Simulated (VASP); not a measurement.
# Si2Ni (C2/m) in VASP: further runs

Runs on Si2Ni. Level: PBE. Tasks: single point.

Everything below comes from runs of VASP 6.6.1. Logs are shortened: lines on timing, memory, paths and dates and some standing lists are left out, and cuts for length are marked.

### 1 The cell of the first run

Symmetry: C2/m, No. 12, monoclinic system. Conventional cell: a = 6.671 Å, b = 3.851 Å, c = 6.671 Å, α = 90.00°, β = 109.47°, γ = 90.00°. Si (site symmetry m) has 4 Ni at 2.35 to 2.36 Å and 6 Si at 2.71 to 2.74 Å within 3.1 Å. Si (site symmetry m) has 4 Ni at 2.36 Å and 6 Si at 2.71 to 2.73 Å within 3.1 Å. Within 3.1 Å of Ni (site symmetry m) lie 8 Si at 2.35 to 2.36 Å.

### 2 Single point, PBE (atoms displaced along a vibrational mode)

The input, INCAR:

```
ALGO = Normal
EDIFF = 1E-7
ENCUT = 520
GGA = PE
ISIF = 2
ISMEAR = 0
ISYM = 0
KPAR = 4
LASPH = True
LCHARG = False
LREAL = False
LWAVE = False
NBANDS = 27
NELM = 80
PREC = Accurate
SIGMA = 0.15
```

The input, KPOINTS:

```
k-points
0
Gamma
  12 12 14
```

The input, POSCAR:

```
Si2Ni
1.0
    0.0000000000     -2.7234129054     -2.7234129054
   -2.7234129054      0.0000000000     -2.7234129054
    2.7234129054      2.7234129054     -5.4468258107
Si Ni
4 2
Direct
    0.1234029134      0.1281939310      0.6250002422
    0.6265970866      0.6218060690      0.1249997578
    0.3765970866      0.3718060690      0.8749997578
    0.8734029134      0.8781939310      0.3750002422
    0.4977514554      0.5044970991      0.4999999900
    1.0022485446     -0.0044970991      0.0000000100
```

Potentials or basis: VASP PAW PBE potentials, release 64 (Si, Ni).

Run with:

```console
cat potpaw_PBE.64/Si/POTCAR potpaw_PBE.64/Ni/POTCAR > POTCAR
mpirun -np 4 vasp_std > vasp.out
```

OUTCAR:

```text
EDIFF = 1E-7
   ENCUT = 520
   GGA = PE
   ISIF = 2
   ISMEAR = 0
   ISYM = 0
   LASPH = True
   LREAL = False
   NELM = 80
   PREC = Accurate

 ion  position               nearest neighbor table
   1  0.123  0.128  0.625-   5 2.35   6 2.36   5 2.36   5 2.36   3 2.71   3 2.71   4 2.72   4 2.72
                             4 2.72   3 2.74
   2  0.627  0.622  0.125-   6 2.36   6 2.36   5 2.36   6 2.36   4 2.71   3 2.72   3 2.72   3 2.72
                             4 2.73   4 2.73
   3  0.377  0.372  0.875-   6 2.35   5 2.36   6 2.36   6 2.36   1 2.71   1 2.71   2 2.72   2 2.72
                             2 2.72   1 2.74
   4  0.873  0.878  0.375-   5 2.36   5 2.36   6 2.36   5 2.36   2 2.71   1 2.72   1 2.72   1 2.72
                             2 2.73   2 2.73
   5  0.498  0.504  0.500-   1 2.35   4 2.36   4 2.36   3 2.36   2 2.36   1 2.36   1 2.36   4 2.36

   6  0.002  0.996  0.000-   3 2.35   2 2.36   2 2.36   1 2.36   4 2.36   3 2.36   3 2.36   2 2.36

IMPORTANT INFORMATION: All symmetrisations will be switched off!
NOSYMM: (Re-)initialisation of all symmetry stuff for point group C_1.

----------------------------------------------------------------------------------------

                                     Primitive cell

  volume of cell :      80.7980

  direct lattice vectors                    reciprocal lattice vectors
     0.000000000 -2.723412905 -2.723412905     0.091796583 -0.275389750 -0.091796583
    -2.723412905  0.000000000 -2.723412905    -0.275389750  0.091796583 -0.091796583
     2.723412905  2.723412905 -5.446825811     0.091796583  0.091796583 -0.091796583

  length of vectors
     3.851487467  3.851487467  6.670971977     0.304454824  0.304454824  0.158996346

  position of ions in fractional coordinates (direct lattice)
     0.123402913  0.128193931  0.625000242
     0.626597087  0.621806069  0.124999758
     0.376597087  0.371806069  0.874999758
     0.873402913  0.878193931  0.375000242
     0.497751455  0.504497099  0.499999990
     0.002248545  0.995502901  0.000000010

  ion indices of the primitive-cell ions
   primitive index   ion index
                 1           1
                 2           2
                 3           3
                 4           4
                 5           5
                 6           6

----------------------------------------------------------------------------------------

 KPOINTS: k-points

Automatic generation of k-mesh.
 Grid dimensions read from file:
 generate k-points for:   12   12   14

 Generating k-lattice:

  Cartesian coordinates                     Fractional coordinates (reciprocal lattice)
     0.007649715 -0.022949146 -0.007649715     0.083333333  0.000000000  0.000000000
    -0.022949146  0.007649715 -0.007649715     0.000000000  0.083333333  0.000000000
     0.006556899  0.006556899 -0.006556899     0.000000000  0.000000000  0.071428571

  Length of vectors
     0.025371235  0.025371235  0.011356882

  Shift w.r.t. Gamma in fractional coordinates (k-lattice)
     0.000000000  0.000000000  0.000000000

 -----------------------------------------------------------------------------
|                                                                             |
|           W    W    AA    RRRRR   N    N  II  N    N   GGGG   !!!           |
|           W    W   A  A   R    R  NN   N  II  NN   N  G    G  !!!           |
|           W    W  A    A  R    R  N N  N  II  N N  N  G       !!!           |
|           W WW W  AAAAAA  RRRRR   N  N N  II  N  N N  G  GGG   !            |
|           WW  WW  A    A  R   R   N   NN  II  N   NN  G    G                |
|           W    W  A    A  R    R  N    N  II  N    N   GGGG   !!!           |
|                                                                             |
|     Your reciprocal lattice and k-lattice belong to different lattice       |
|     classes:                                                                |
|                                                                             |
|        The reciprocal lattice is rhombohedral (trigonal),                   |
|        whereas your k-lattice is base-centered monoclinic.                  |
|                                                                             |
|     Results are often still useful ...                                      |
|                                                                             |
 -----------------------------------------------------------------------------

 WARNING: IBZKPT: internal override: KBLOWUP is changed to .FALSE.
      ... skipping the blow-up phase ...

 Subroutine IBZKPT returns following result:
 ===========================================

 Found   1012 irreducible k-points:

 Following reciprocal coordinates:
            Coordinates               Weight
  0.000000  0.000000  0.000000      1.000000
  0.083333  0.000000  0.000000      2.000000
  0.166667  0.000000  0.000000      2.000000
[... 82 lines left out ...]
  band No.  band energies     occupation
      1      -3.5164      2.00000
      2      -0.3318      2.00000
      3       0.2479      2.00000
      4       5.0659      2.00000
      5       5.0662      2.00000
      6       5.0665      2.00000
[... 19 lines left out ...]
     26      12.6301      0.00000
     27      14.7999      0.00000

 k-point     2 :       0.0833    0.0000    0.0000
  band No.  band energies     occupation
      1      -3.4236      2.00000
      2      -0.2947      2.00000
      3       0.3649      2.00000
      4       4.8901      2.00000
      5       5.0800      2.00000
      6       5.0900      2.00000
[... 19 lines left out ...]
     26      13.5091      0.00000
     27      14.0717      0.00000

 k-point     3 :       0.1667    0.0000    0.0000
  band No.  band energies     occupation
      1      -3.1464      2.00000
      2      -0.1599      2.00000
      3       0.6767      2.00000
      4       4.4260      2.00000
      5       4.8294      2.00000
      6       5.1203      2.00000
[... 19 lines left out ...]
     26      14.5492      0.00000
     27      15.0713      0.00000

 k-point     4 :       0.2500    0.0000   -0.0000
  band No.  band energies     occupation
      1      -2.6889      2.00000
      2       0.1004      2.00000
      3       1.0776      2.00000
      4       3.7915      2.00000
      5       3.9436      2.00000
      6       5.1855      2.00000
[... 19 lines left out ...]
     26      14.7870      0.00000
     27      16.1924      0.00000

 k-point     5 :       0.3333    0.0000    0.0000
  band No.  band energies     occupation
      1      -2.0591      2.00000
      2       0.4883      2.00000
      3       1.2299      2.00000
      4       3.0781      2.00000
      5       3.2814      2.00000
      6       5.2721      2.00000
[... 19 lines left out ...]
     26      15.3568      0.00000
     27      15.3838      0.00000

 k-point     6 :       0.4167    0.0000    0.0000
  band No.  band energies     occupation
      1      -1.2720      2.00000
      2       0.5654      2.00000
      3       1.0515      2.00000
      4       2.3496      2.00000
      5       3.5399      2.00000
      6       5.0299      2.00000
[... 444 lines left out ...]
      1      -3.2219      2.00000
      2      -0.3871      2.00000
      3       0.7753      2.00000
      4       4.5233      2.00000
      5       5.0883      2.00000
      6       5.1025      2.00000
[... 19 lines left out ...]
     26      14.3236      0.00000
     27      14.5172      0.00000

 k-point    22 :       0.1667    0.1667    0.0000
  band No.  band energies     occupation
      1      -3.1132      2.00000
      2      -0.4570      2.00000
      3       1.0127      2.00000
      4       4.2433      2.00000
      5       5.0222      2.00000
      6       5.1871      2.00000
[... 19 lines left out ...]
     26      14.5587      0.00000
     27      14.5648      0.00000

 k-point    23 :       0.2500    0.1667   -0.0000
  band No.  band energies     occupation
      1      -2.8218      2.00000
      2      -0.3666      2.00000
      3       1.3568      2.00000
      4       3.8064      2.00000
      5       4.7024      2.00000
      6       5.1176      2.00000
[... 19 lines left out ...]
     26      14.9419      0.00000
     27      15.3951      0.00000

 k-point    24 :       0.3333    0.1667    0.0000
  band No.  band energies     occupation
      1      -2.3522      2.00000
      2      -0.1209      2.00000
      3       1.6872      2.00000
      4       3.3183      2.00000
      5       4.1776      2.00000
      6       4.5173      2.00000
[... 19 lines left out ...]
     26      15.3572      0.00000
     27      16.3933      0.00000

 [... further k-points ...]

------------------------ aborting loop because EDIFF is reached ----------------------------------------

  FORCE on cell =-STRESS in cart. coord.  units (eV):
  Direction    XX          YY          ZZ          XY          YZ          ZX
  --------------------------------------------------------------------------------------
  -------------------------------------------------------------------------------------
  Total       -0.0645377     -0.0646659     -0.0723912     -0.0118331      0.0078799      0.0101812
  in kB       -1.2797455     -1.2822874     -1.4354753     -0.2346440      0.1562536      0.2018870
  external PRESSURE =      -1.3325027 kB  Pullay stress =       0.0000000 kB

 VOLUME and BASIS-vectors are now :
 -----------------------------------------------------------------------------
  energy-cutoff  :      520.00
  volume of cell :       80.80
      direct lattice vectors                 reciprocal lattice vectors
     0.000000000 -2.723412905 -2.723412905     0.091796583 -0.275389750 -0.091796583
    -2.723412905  0.000000000 -2.723412905    -0.275389750  0.091796583 -0.091796583
     2.723412905  2.723412905 -5.446825811     0.091796583  0.091796583 -0.091796583

 POSITION                                       TOTAL-FORCE (eV/Angst)
 -----------------------------------------------------------------------------------
      1.35301      1.36606     -4.08947         0.001775     -0.009664      0.008473
     -1.35301     -1.36606     -4.08077        -0.014322     -0.001648      0.000476
      1.37040      1.35736     -6.80418        -0.001759      0.009681     -0.008489
     -1.37040     -1.35736     -6.81288         0.014306      0.001632     -0.000460
     -0.01225      0.00612     -5.45295         0.023639     -0.011857      0.011827
     -2.71117     -0.00612     -2.71729        -0.023639      0.011857     -0.011827
 -----------------------------------------------------------------------------------
    total drift:                                0.000000     -0.000000      0.000000

  FREE ENERGIE OF THE ION-ELECTRON SYSTEM (eV)
  ---------------------------------------------------
  free  energy   TOTEN  =       -34.7444704494 eV

  energy  without entropy=      -34.7226446110  energy(sigma->0) =      -34.73355753
```

Run time: 8.9 min. Hardware: 4 MPI ranks of Intel Xeon Platinum 8488C (Sapphire Rapids), shared host; peak memory 1.6 GiB.

What came out:

| Quantity | Value |
| --- | --- |
| Free energy | -34.7445 eV |
| Pressure | -0.1 GPa |
| Largest force | 0.029 eV/Å |
| Band gap on the k mesh | zero (bands 18 and 19 overlap by 2.14 eV) |

Forces in eV/Å, atoms in the order of the input:
```
Si   0.002 -0.010  0.008
Si  -0.014 -0.002  0.000
Si  -0.002  0.010 -0.008
Si   0.014  0.002  0.000
Ni   0.024 -0.012  0.012
Ni  -0.024  0.012 -0.012
```

Levels at points of the mesh, in eV from the Fermi level:
| k point | band 15 | band 16 | band 17 | band 18 | band 19 | band 20 | band 21 | band 22 |
| --- | --- | --- | --- | --- | --- | --- | --- | --- |
| (0.00, 0.00, 0.00) | -1.36 | -0.45 | 1.69 | 1.70 | 1.70 | 1.78 | 1.82 | 1.82 |
| (0.50, 0.00, 0.00) | -2.43 | -2.43 | -2.40 | -2.37 | 0.28 | 0.28 | 3.86 | 3.88 |
| (0.00, 0.50, 0.00) | -2.43 | -2.42 | -2.42 | -2.36 | 0.28 | 0.28 | 3.85 | 3.90 |
| (0.50, 0.50, 0.00) | -3.18 | -2.98 | -1.36 | -1.36 | -0.42 | 1.49 | 1.78 | 1.82 |
| (0.00, 0.00, 0.50) | -0.08 | -0.08 | -0.06 | -0.06 | 1.01 | 1.01 | 2.43 | 2.43 |
| (0.50, 0.00, 0.50) | -3.18 | -2.98 | -1.36 | -1.36 | -0.42 | 1.49 | 1.78 | 1.82 |
| (0.00, 0.50, 0.50) | -3.18 | -2.97 | -1.36 | -1.36 | -0.43 | 1.49 | 1.78 | 1.82 |
| (0.50, 0.50, 0.50) | -2.43 | -2.43 | -2.40 | -2.37 | 0.28 | 0.28 | 3.86 | 3.88 |

Caveat: the cell differs from its parent crystal (atoms displaced along a vibrational mode).

### 3 Single point, PBE (atoms displaced along a vibrational mode)

The input, INCAR:

```
SYSTEM = Si2Ni
PREC = Accurate
ENCUT = 520
EDIFF = 1E-6
ISMEAR = 0
SIGMA = 0.15
LREAL = .False.
LASPH = .True.
NELM = 60
ALGO = Fast
ISIF = 2
LWAVE = .False.
LCHARG = .False.
GGA = PE
ISYM = 0
NBANDS = 27
KPAR = 4
```

The input, KPOINTS:

```
Automatic mesh
0
Gamma
  12 12 14
  0 0 0
```

The input, POSCAR:

```
Si2Ni
1.0
    0.0000000000     -2.7234129054     -2.7234129054
   -2.7234129054      0.0000000000     -2.7234129054
    2.7234129054      2.7234129054     -5.4468258107
Si Ni
4 2
Direct
    0.1202087402      0.1345817930      0.6250007265
    0.6297912598      0.6154182070      0.1249992735
    0.3797912598      0.3654182070      0.8749992735
    0.8702087402      0.8845817930      0.3750007265
    0.4932543663      0.5134912973      0.4999999701
    1.0067456337     -0.0134912973      0.0000000299
```

Potentials or basis: VASP PAW PBE potentials, release 64 (Si, Ni).

Run with:

```console
cat potpaw_PBE.64/Si/POTCAR potpaw_PBE.64/Ni/POTCAR > POTCAR
mpirun -np 4 vasp_std > vasp.out
```

Wall time 32 min (4 MPI ranks of Oxide Virtual Turin-like, shared host); peak memory 1.6 GiB.

The run converged. Its results:

| Property | Result |
| --- | --- |
| Free energy | -34.7393 eV |
| Pressure | 0.0 GPa |
| Largest force | 0.088 eV/Å |
| Band gap on the k mesh | zero (bands 18 and 19 overlap by 2.13 eV) |

Forces on the atoms (eV/Å):
```
Si   0.014 -0.017  0.015
Si  -0.035  0.008 -0.009
Si  -0.014  0.017 -0.015
Si   0.035 -0.008  0.009
Ni   0.072 -0.036  0.036
Ni  -0.072  0.036 -0.036
```

Levels at points of the mesh, in eV from the Fermi level:
| k point | band 16 | band 17 | band 18 | band 19 | band 20 | band 21 |
| --- | --- | --- | --- | --- | --- | --- |
| (0.00, 0.00, 0.00) | -0.44 | 1.68 | 1.70 | 1.70 | 1.79 | 1.80 |
| (0.50, 0.00, 0.00) | -2.45 | -2.38 | -2.33 | 0.28 | 0.29 | 3.79 |
| (0.00, 0.50, 0.00) | -2.43 | -2.41 | -2.31 | 0.27 | 0.29 | 3.79 |
| (0.50, 0.50, 0.00) | -2.98 | -1.37 | -1.35 | -0.42 | 1.49 | 1.79 |
| (0.00, 0.00, 0.50) | -0.10 | -0.06 | -0.04 | 1.03 | 1.03 | 2.36 |
| (0.50, 0.00, 0.50) | -2.98 | -1.37 | -1.35 | -0.42 | 1.49 | 1.79 |
| (0.00, 0.50, 0.50) | -2.97 | -1.36 | -1.36 | -0.42 | 1.47 | 1.80 |
| (0.50, 0.50, 0.50) | -2.45 | -2.38 | -2.33 | 0.28 | 0.29 | 3.79 |

Caveat: the cell differs from its parent crystal (atoms displaced along a vibrational mode).

### 4 Single point, PBE (atoms displaced along a vibrational mode)

The input, INCAR:

```
SYSTEM = Si2Ni
ALGO = Fast
EDIFF = 1E-6
ENCUT = 520
GGA = PE
ISIF = 2
ISMEAR = 0
ISYM = 0
KPAR = 4
LASPH = .True.
LCHARG = .True.
LREAL = .False.
LVHAR = .True.
LWAVE = .False.
NBANDS = 27
NELM = 80
PREC = Accurate
SIGMA = 0.15
```

The input, KPOINTS:

```
k-points
0
Gamma
  12 12 14
  0 0 0
```

The input, POSCAR:

```
Si2Ni
1.0
    0.0000000000     -2.7234129054     -2.7234129054
   -2.7234129054      0.0000000000     -2.7234129054
    2.7234129054      2.7234129054     -5.4468258107
Si Ni
4 2
Direct
    0.1313883463      0.1122242760      0.6249990314
    0.6186116537      0.6377757240      0.1250009686
    0.3686116537      0.3877757240      0.8750009686
    0.8813883463      0.8622242760      0.3749990314
    0.5089941783      0.4820116035      0.5000000399
    0.9910058217      0.0179883965     -0.0000000399
```

Run with:

```console
cat potpaw_PBE.64/Si/POTCAR potpaw_PBE.64/Ni/POTCAR > POTCAR
mpirun -np 4 vasp_std > vasp.out
```

Run time: 24 min. Hardware: 4 MPI ranks of Oxide Virtual Turin-like, shared host; peak memory 1.6 GiB.

It converged, with:

| Item | Value |
| --- | --- |
| Free energy | -34.7347 eV |
| Pressure | -0.1 GPa |
| Largest force | 0.118 eV/Å |
| Band gap on the k mesh | zero (bands 18 and 19 overlap by 2.13 eV) |

Forces on the atoms (eV/Å):
```
Si  -0.046  0.013 -0.014
Si   0.020 -0.019  0.018
Si   0.046 -0.013  0.014
Si  -0.020  0.019 -0.018
Ni  -0.096  0.048 -0.048
Ni   0.096 -0.048  0.048
```

Stress tensor (GPa, compression positive):
```
-0.08 -0.06  0.06
-0.06 -0.08 -0.01
 0.06 -0.01 -0.09
```

Levels at points of the mesh, in eV from the Fermi level:
```tsv
k point	band 16	band 17	band 18	band 19	band 20	band 21
(0.00, 0.00, 0.00)	-0.43	1.67	1.69	1.71	1.79	1.80
(0.50, 0.00, 0.00)	-2.46	-2.38	-2.31	0.29	0.29	3.74
(0.00, 0.50, 0.00)	-2.44	-2.41	-2.28	0.27	0.29	3.76
(0.50, 0.50, 0.00)	-2.98	-1.38	-1.34	-0.41	1.49	1.79
(0.00, 0.00, 0.50)	-0.10	-0.06	-0.03	1.04	1.04	2.32
(0.50, 0.00, 0.50)	-2.98	-1.38	-1.34	-0.41	1.49	1.79
(0.00, 0.50, 0.50)	-2.97	-1.36	-1.36	-0.42	1.45	1.81
(0.50, 0.50, 0.50)	-2.46	-2.38	-2.31	0.29	0.29	3.74
```

Caveat: the cell differs from its parent crystal (atoms displaced along a vibrational mode). Spin polarisation is off, so any magnetic state and its effect on volume and gap are missing.

### 5 The runs side by side

```tsv
cell	gap on the mesh (eV)	pressure (GPa)	largest force (eV/Å)
as given, atomic positions A	none	-0.1	0.03
as given, atomic positions B	none	0.0	0.09
as given, atomic positions C	none	-0.1	0.12
```

Alike in all rows: task single point; level PBE; potentials or basis VASP PAW PBE potentials, release 64 (Si, Ni); no spin polarisation; k mesh 12 × 12 × 14; cutoff (eV) 520; smearing gaussian 0.15 eV.

Total energies depend on the potentials used, so only differences within one code and one set of settings carry meaning.
